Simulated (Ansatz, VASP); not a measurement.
**CdS in VASP and in Ansatz**

The input POSCAR:

```
CdS
1.0
    0.0000000000      2.9095228330      2.9095228330
    2.9095228330      0.0000000000      2.9095228330
    2.9095228330      2.9095228330      0.0000000000
Cd S
1 1
Direct
    0.0000000000      0.0000000000      0.0000000000
    0.2500000000      0.2500000000      0.2500000000
```

INCAR.step1

```
SYSTEM = CdS
PREC     = Accurate       ! precision mode
ENCUT    = 520            ! plane-wave cutoff, eV
ISMEAR   = 0              ! smearing method
SIGMA    = 0.01           ! smearing width, eV
LREAL    = .FALSE.        ! projectors in reciprocal space
LASPH    = .TRUE.         ! aspherical terms in the spheres
NELM     = 100            ! most SCF steps
NBANDS   = 16             ! bands
GGA      = PE             ! functional
ALGO     = Normal         ! electronic algorithm
EDIFF    = 1E-4           ! SCF threshold, eV
LWAVE    = .TRUE.         ! write WAVECAR
LCHARG   = .FALSE.        ! write CHGCAR
```

The input INCAR.step2:

```
SYSTEM = CdS
PREC     = Accurate       ! precision mode
ENCUT    = 520            ! plane-wave cutoff, eV
EDIFF    = 1E-7           ! SCF threshold, eV
ISMEAR   = 0              ! smearing method
SIGMA    = 0.01           ! smearing width, eV
LREAL    = .FALSE.        ! projectors in reciprocal space
LASPH    = .TRUE.         ! aspherical terms in the spheres
NELM     = 100            ! most SCF steps
ALGO     = Normal         ! electronic algorithm
ISIF     = 2              ! what is computed and relaxed
LWAVE    = .FALSE.        ! write WAVECAR
LCHARG   = .TRUE.         ! write CHGCAR
METAGGA  = R2SCAN         ! meta-GGA
LMIXTAU  = .TRUE.       
LELF     = .TRUE.         ! ELF
LVHAR    = .TRUE.       
NBANDS   = 16             ! bands
ISTART   = 1
```

The input KPOINTS:

```
regular mesh
0
G
  6 6 6
  0 0 0
```

Input for Ansatz:

```yaml
crystal:
  lattice:
    - [0.0, 2.909522833, 2.909522833]
    - [2.909522833, 0.0, 2.909522833]
    - [2.909522833, 2.909522833, 0.0]
  atoms:
    - { symbol: Cd, position: [0.0, 0.0, 0.0] }
    - { symbol: S, position: [0.25, 0.25, 0.25] }
kpoints:
  mp_grid: { grid: [6, 6, 6] }
hamiltonian:
  xc: r2scan
scf:
  occupations: { method: fixed }
  n_extra_bands: 4
output:
  forces: true
  stress: true
  eigenvalues: true
```

Alike in both runs: task single point; functional r2SCAN; k mesh 6 × 6 × 6; no spin polarisation.

|  | VASP | Ansatz |
| --- | --- | --- |
| version | VASP 6.6.1 | Ansatz 0.2.0 |
| potentials or method | VASP PAW PBE potentials, release 64 (Cd, S) | plane waves, PAW |
| plane-wave cutoff (eV) | 520 | 500 |
| occupations | gaussian, width 0.01 eV | fixed |
| valence electrons in the cell | 18 | 26 |

Ansatz gave:

```
gap on the k mesh at the Fermi level (eV) : 1.61
pressure (GPa)                            : 2.0
```

Estimate VASP's values.

gap on the k mesh at the Fermi level (eV): 1.61; pressure (GPa): 2.3.

VASP's potentials were made for PBE, not for r2SCAN. VASP's potentials hold 18 valence electrons a cell and Ansatz's 26, so a difference there can come from the potentials and not from the codes.
